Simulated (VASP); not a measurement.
# SrSiH6 (P4/mmm) in VASP: relaxation of cell and atoms with r2SCAN+rVV10

Aim: the relaxation of cell and atoms of SrSiH6 with r2SCAN+rVV10.

Program: VASP 6.6.1. These are calculated values, not measurements. Logs are shortened: lines on timing, memory, paths and dates and some standing lists are left out, and cuts for length are marked.

### 1 The cell of the first run

The structure is tetragonal, space group P4/mmm (No. 123). Conventional cell: a = 3.328 Å, b = 3.328 Å, c = 5.571 Å, α = 90.00°, β = 90.00°, γ = 90.00°. Sr (site symmetry 4/mmm) has 14 H at 2.35 to 2.79 Å within 3.1 Å. Within 2.5 Å of H (site symmetry 4/mmm) lie 8 H at 1.92 Å and 4 Si at 2.35 Å. H (site symmetry 4/mmm) has 4 Sr at 2.35 Å and 8 H at 2.47 Å and 2 Si at 2.79 Å within 3.1 Å. H (site symmetry 2mm) has 9 H at 1.92 to 2.47 Å and 2 Si at 1.92 Å and 2 Sr at 2.47 Å within 2.5 Å. Si (site symmetry 4/mmm) has 12 H at 1.92 to 2.35 Å within 2.5 Å.

### 2 Relaxation of cell and atoms, r2SCAN+rVV10

File POSCAR:

```
SrSiH6
1.0
    3.3284268310      0.0000000000      0.0000000000
    0.0000000000      3.3284268310      0.0000000000
    0.0000000000      0.0000000000      5.5710609855
Sr H Si
1 6 1
Direct
    0.5000000000      0.5000000000      0.5000000000
    0.5000000000      0.5000000000      0.0000000000
    0.0000000000      0.0000000000      0.5000000000
    0.0000000000      0.5000000000      0.1728475769
    0.5000000000      0.0000000000      0.8271524231
    0.5000000000      0.0000000000      0.1728475769
    0.0000000000      0.5000000000      0.8271524231
    0.0000000000      0.0000000000      0.0000000000
```

File INCAR.step1:

```
PREC = Accurate
ENCUT = 600
ISMEAR = -1
SIGMA = 0.03
LREAL = False
LASPH = True
NELM = 100
GGA = PE
ALGO = Normal
EDIFF = 1E-4
LWAVE = True
LCHARG = False
```

File INCAR.step2:

```
PREC = Accurate
ENCUT = 600
EDIFF = 1E-7
ISMEAR = -1
SIGMA = 0.03
LREAL = False
LASPH = True
NELM = 100
ALGO = Normal
ISIF = 3
LWAVE = False
LCHARG = False
METAGGA = R2SCAN
LMIXTAU = True
LUSE_VDW = True
IVDW_NL = 2
BPARAM = 11.95
CPARAM = 0.0093
IBRION = 2
NSW = 100
EDIFFG = -0.01
ISTART = 1
```

File KPOINTS:

```
Automatic mesh
0
Gamma
  8 8 4
```

Potentials or basis: VASP PAW PBE potentials, release 64 (Sr_sv, H, Si).

On the command line:

```bash
cat potpaw_PBE.64/Sr_sv/POTCAR potpaw_PBE.64/H/POTCAR potpaw_PBE.64/Si/POTCAR > POTCAR
cp INCAR.step1 INCAR
mpirun -np 1 vasp_std > vasp.out
cp INCAR.step2 INCAR
mpirun -np 1 vasp_std > vasp.out
```

OUTCAR:

```text
PREC = Accurate
   ENCUT = 600
   EDIFF = 1E-7
   ISMEAR = -1
   LREAL = False
   LASPH = True
   NELM = 100
   ISIF = 3
   METAGGA = R2SCAN
   IVDW_NL = 2
   BPARAM = 11.95
   IBRION = 2
   NSW = 100
   EDIFFG = -0.01
   ISTART = 1

 ion  position               nearest neighbor table
   1  0.500  0.500  0.500-   3 2.35   3 2.35   3 2.35   3 2.35   7 2.47   4 2.47   5 2.47   6 2.47
                             5 2.47   4 2.47   7 2.47   6 2.47   2 2.79   2 2.79   8 3.65   8 3.65
   2  0.500  0.500  0.000-   1 2.79   1 2.79
   3  0.000  0.000  0.500-   1 2.35   1 2.35   1 2.35   1 2.35
   4  0.000  0.500  0.173-   8 1.92   8 1.92   1 2.47   1 2.47
   5  0.500  0.000  0.827-   8 1.92   8 1.92   1 2.47   1 2.47
   6  0.500  0.000  0.173-   8 1.92   8 1.92   1 2.47   1 2.47
   7  0.000  0.500  0.827-   8 1.92   8 1.92   1 2.47   1 2.47
   8  0.000  0.000  0.000-   4 1.92   5 1.92   6 1.92   7 1.92   4 1.92   7 1.92   5 1.92   6 1.92
                             1 3.65   1 3.65   1 3.65   1 3.65   1 3.65   1 3.65   1 3.65   1 3.65

  LATTYP: Found a simple tetragonal cell.
 ALAT       =     3.3284268310
 C/A-ratio  =     1.6737820203

  Lattice vectors:

 A1 = (   3.3284268310,   0.0000000000,   0.0000000000)
 A2 = (   0.0000000000,   3.3284268310,   0.0000000000)
 A3 = (   0.0000000000,   0.0000000000,   5.5710609855)

Analysis of symmetry for initial positions (statically):
=====================================================================
 Subroutine PRICEL returns:
 Original cell was already a primitive cell.

 Routine SETGRP: Setting up the symmetry group for a
 simple tetragonal supercell.

 Subroutine GETGRP returns: Found 16 space group operations
 (whereof 16 operations were pure point group operations)
 out of a pool of 16 trial point group operations.

The static configuration has the point symmetry D_4h.

Analysis of symmetry for dynamics (positions and initial velocities):
=====================================================================
 Subroutine PRICEL returns:
 Original cell was already a primitive cell.

 Routine SETGRP: Setting up the symmetry group for a
 simple tetragonal supercell.

 Subroutine GETGRP returns: Found 16 space group operations
 (whereof 16 operations were pure point group operations)
 out of a pool of 16 trial point group operations.

The dynamic configuration has the point symmetry D_4h.

 Subroutine INISYM returns: Found 16 space group operations
 (whereof 16 operations are pure point group operations),
 and found     1 'primitive' translations
[... 129 lines left out ...]
  Fermi-wavevector in a.u.,A,eV,Ry     =   1.124466  2.124932 17.203518  1.264423
  Thomas-Fermi vector in A             =   2.261138
   LORBIT       =      0    0 simple, 1 ext, 2 COOP (PROOUT), +10 PAW based schemes
   METAGGA = R2SCAN    functional components
   LHFCALC =     F    Hartree Fock is set to
   AEXX    =    0.0000 exact exchange contribution
   IVDW_NL    =     2    kernel type
   BPARAM     =11.9500
   IVDW    =     0    specifies the selected vdW correction
   LEPSILON=     F    determine dielectric tensor
   LRPA    =     F    only Hartree local field effects (RPA)
 conjugate gradient relaxation of ions
 non-spin polarized calculation
  energy-cutoff  :      600.00
  volume of cell :       61.72
 maximum number of plane-waves:      2078
 NGX is ok and might be reduce to    28
   NGX = 13   NGY = 13   NGZ = 23

--------------------------------------- Ionic step        1  -------------------------------------------

 number of electron      19.9999997 magnetization

 Free energy of the ion-electron system (eV)
  ---------------------------------------------------
  ext. energy  EPLUGINS =         0.00000000
  ---------------------------------------------------
  free energy    TOTEN  =       -41.18953654 eV

  energy without entropy =      -41.18776776  energy(sigma->0) =      -41.18865215

------------------------ aborting loop because EDIFF is reached ----------------------------------------

  FORCE on cell =-STRESS in cart. coord.  units (eV):
  Direction    XX          YY          ZZ          XY          YZ          ZX
  --------------------------------------------------------------------------------------
  -------------------------------------------------------------------------------------
  Total        0.1012128      0.1012128      1.3575871      0.0000000      0.0000000      0.0000000
  in kB        2.6274233      2.6274233     35.2421446      0.0000000      0.0000000      0.0000000
  external PRESSURE =      13.4989970 kB  Pullay stress =       0.0000000 kB
[... 197 lines left out ...]
--------------------------------------- Ionic step        6  -------------------------------------------

 number of electron      19.9999997 magnetization

 Free energy of the ion-electron system (eV)
  ---------------------------------------------------
  ext. energy  EPLUGINS =         0.00000000
  ---------------------------------------------------
  free energy    TOTEN  =       -41.20902473 eV

  energy without entropy =      -41.20680882  energy(sigma->0) =      -41.20791678

 E-fermi :   3.7582     XC(G=0): -10.7410

 val. band max:        3.7463485687   @ k =   0.0000   0.0000   0.5000
 cond. band min:       3.8293445923   @ k =   0.5000   0.1250   0.5000
 fundamental gap:      0.0829960237
 Fermi energy:         3.7581554866

 k-point     1 :       0.0000    0.0000    0.0000
  band No.  band energies     occupation
      1     -31.9512      2.00000
      2     -13.5699      2.00000
      3     -12.9458      2.00000
      4     -12.9458      2.00000
      5      -9.1337      2.00000
      6      -2.4345      2.00000
      7      -0.5592      2.00000
      8       0.9329      2.00000
      9       4.8423      0.00000
     10       5.0319      0.00000
     11       5.6236      0.00000
     12       5.6236      0.00000
     13       7.1490      0.00000
     14       7.6789      0.00000
[... 401 lines left out ...]
      2     -14.0708      2.00000
      3     -13.3585      2.00000
      4     -12.9942      2.00000
      5      -5.9411      2.00000
      6      -5.0427      2.00000
      7      -0.9050      2.00000
      8       0.7520      2.00000
      9       2.1272      2.00000
     10       3.9553      0.00279
     11       3.9650      0.00202
     12       7.4424      0.00000
     13       8.1083      0.00000
     14       9.0177      0.00000
     15       9.9583      0.00000

 [... further k-points ...]

------------------------ aborting loop because EDIFF is reached ----------------------------------------

  FORCE on cell =-STRESS in cart. coord.  units (eV):
  Direction    XX          YY          ZZ          XY          YZ          ZX
  --------------------------------------------------------------------------------------
  -------------------------------------------------------------------------------------
  Total       -0.0021042     -0.0021042      0.0122868      0.0000000     -0.0000000      0.0000000
  in kB       -0.0532431     -0.0532431      0.3109042      0.0000000     -0.0000000      0.0000000
  external PRESSURE =       0.0681393 kB  Pullay stress =       0.0000000 kB
[... 23 lines left out ...]
  FREE ENERGIE OF THE ION-ELECTRON SYSTEM (eV)
  ---------------------------------------------------
  free  energy   TOTEN  =       -41.2090247349 eV

  energy  without entropy=      -41.2068088245  energy(sigma->0) =      -41.20791678

 reached required accuracy - stopping structural energy minimisation
```

Wall time 11 min (1 thread of Intel Xeon Platinum 8488C (Sapphire Rapids), shared host); peak memory 0.38 GiB.

What came out:

```
Free energy                           : -41.2090 eV
Relaxed volume                        : 7.91 Å³/atom
Relaxed cell                          : a = 3.331 Å, b = 3.331 Å, c = 5.706 Å, α = 90.00°, β = 90.00°, γ = 90.00°
Space group after relaxing (to 0.1 Å) : P4/mmm (No. 123)
Energy gained by relaxing             : 2.4 meV/atom
Ionic steps                           : 6
Pressure after relaxing               : 0.0 GPa
Band gap on the k mesh                : zero (bands 10 and 11 overlap by 4.35 eV)
```

Step by step:
```csv
step,energy change (eV),largest force (eV/Å),pressure (GPa),volume (Å³)
1,0.0000,0.0706,1.35,61.72
2,-0.0099,0.0776,0.76,62.30
3,-0.0163,0.0960,-0.50,63.66
4,-0.0169,0.0916,-0.23,63.36
5,-0.0188,0.0484,-0.13,63.34
6,-0.0195,0.0004,0.01,63.32
```

Final structure:
```cif
data_structure
_symmetry_space_group_name_H-M 'P 1'
_symmetry_Int_Tables_number 1
_cell_length_a 3.3313
_cell_length_b 3.3313
_cell_length_c 5.7056
_cell_angle_alpha 90.000
_cell_angle_beta 90.000
_cell_angle_gamma 90.000
_cell_volume 63.32
loop_
_atom_site_label
_atom_site_type_symbol
_atom_site_fract_x
_atom_site_fract_y
_atom_site_fract_z
_atom_site_occupancy
Sr1 Sr 0.50000 0.50000 0.50000 1
H1 H 0.50000 0.50000 0.00000 1
H2 H 0.00000 0.00000 0.50000 1
H3 H 0.00000 0.50000 0.16861 1
H4 H 0.50000 0.00000 0.83139 1
H5 H 0.50000 0.00000 0.16861 1
H6 H 0.00000 0.50000 0.83139 1
Si1 Si 0.00000 0.00000 0.00000 1
```

Caveat: the PAW data sets were made with another functional, which shifts forces and pressure a little.
